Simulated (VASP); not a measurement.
Set up this calculation in VASP 6.6.1, as the native input.

* Task: single point
* Functional: PBEsol
* Potentials or basis: VASP PAW PBE potentials, release 64 (Ni)
* Cutoff: 520 eV
* k mesh: 22 × 22 × 22
* Occupations: gaussian, width 0.15 eV
* Spin: collinear spin, ferromagnetic start
* Starting moments: [0.81] μB
* Dipole correction: no
* Further INCAR settings: ALGO = Fast; EDIFF = 1e-06; NBANDS = 15

The structure of Ni lies in POSCAR:

```
Ni
1.0
    0.0000000000      1.6265140000      1.6265140000
    1.6265140000      0.0000000000      1.6265140000
    1.6265140000      1.6265140000      0.0000000000
Ni
1
Direct
    0.0000000000      0.0000000000      0.0000000000
```

This cell differs from its parent crystal: strain -0.080 along x and y, -0.080 along z.

The input as run:

INCAR

```
SYSTEM = Ni
PREC = Accurate ; ENCUT = 520
EDIFF = 1E-6 ; ISMEAR = 0
SIGMA = 0.15 ; LREAL = .False.
LASPH = .True. ; NELM = 150
ALGO = Fast ; ISIF = 2
LWAVE = .False. ; LCHARG = .False.
ISPIN = 2 ; MAGMOM = 0.81
LORBIT = 11 ; LMAXMIX = 4
GGA = PS ; NBANDS = 15
```

KPOINTS

```
regular mesh
0
Gamma
  22 22 22
  0 0 0
```

Potentials or basis: VASP PAW PBE potentials, release 64 (Ni).

Launch:

```bash
$ cat potpaw_PBE.64/Ni/POTCAR > POTCAR
$ mpirun -np 1 vasp_std > vasp.out
```

It gave:

```
Pressure                                              : 67.2 GPa
Net moment                                            : 0.54 μB per cell
Site moments                                          : Ni +0.53 μB
Valence electrons inside the program's atomic spheres : Ni 9.85
```

Caveat: the cell differs from its parent crystal (strain -0.080 along x and y, -0.080 along z); the PAW data sets were made with another functional, which shifts forces and pressure a little.

Run time: 69 s on 1 thread of Intel Xeon 6975P-C (shared host), peak memory 0.18 GiB.
